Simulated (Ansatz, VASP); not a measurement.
K in VASP and in Ansatz

Contents of POSCAR:

```
K
1.0
   -2.6423507068      2.6423507068      2.6423507068
    2.6423507068     -2.6423507068      2.6423507068
    2.6423507068      2.6423507068     -2.6423507068
K
1
Direct
    0.0000000000      0.0000000000      0.0000000000
```

INCAR.step1

```
PREC = Accurate
ENCUT = 520
ISMEAR = 0
SIGMA = 0.1
LREAL = F
LASPH = T
NELM = 80
NBANDS = 10
GGA = PE
ALGO = Normal
EDIFF = 1E-4
LWAVE = T
LCHARG = F
```

Contents of INCAR.step2:

```
PREC = Accurate
ENCUT = 520
EDIFF = 1E-6
ISMEAR = 0
SIGMA = 0.1
LREAL = F
LASPH = T
NELM = 80
ALGO = Normal
ISIF = 2
LWAVE = F
LCHARG = T
METAGGA = R2SCAN
LMIXTAU = T
LELF = T
LVHAR = T
NBANDS = 10
ISTART = 1
```

File KPOINTS:

```
regular mesh
0
Gamma
  12 12 12
```

Input for Ansatz:

```yaml
crystal:
  lattice:
    - [-2.6423507068, 2.6423507068, 2.6423507068]
    - [2.6423507068, -2.6423507068, 2.6423507068]
    - [2.6423507068, 2.6423507068, -2.6423507068]
  atoms:
    - { symbol: K, position: [0.0, 0.0, 0.0] }
basis:
  ecutwfc: 500
kpoints:
  mp_grid: { grid: [12, 12, 12] }
hamiltonian:
  xc: r2scan
scf:
  occupations: { method: gaussian, width: 0.1 }
output:
  forces: true
  stress: true
  eigenvalues: true
```

Alike in both runs: task single point; functional r2SCAN; k mesh 12 × 12 × 12; occupations gaussian, width 0.1 eV; no spin polarisation.

|  | VASP | Ansatz |
| --- | --- | --- |
| version | VASP 6.6.1 | Ansatz 0.2.0 |
| potentials or method | VASP PAW PBE potentials, release 64 (K_sv), cutoff 520 eV | scalar-relativistic, plane waves, PAW |
| valence electrons in the cell | 9 | 9 |

```tsv
	VASP	Ansatz	Ansatz less VASP
gap on the k mesh at the Fermi level (eV)	none	none	-
pressure (GPa)	0.1	0.1	+0.02
```

VASP's potentials were made for PBE, not for r2SCAN. A gap of «none» marks a metal or a gap that the smearing closes.
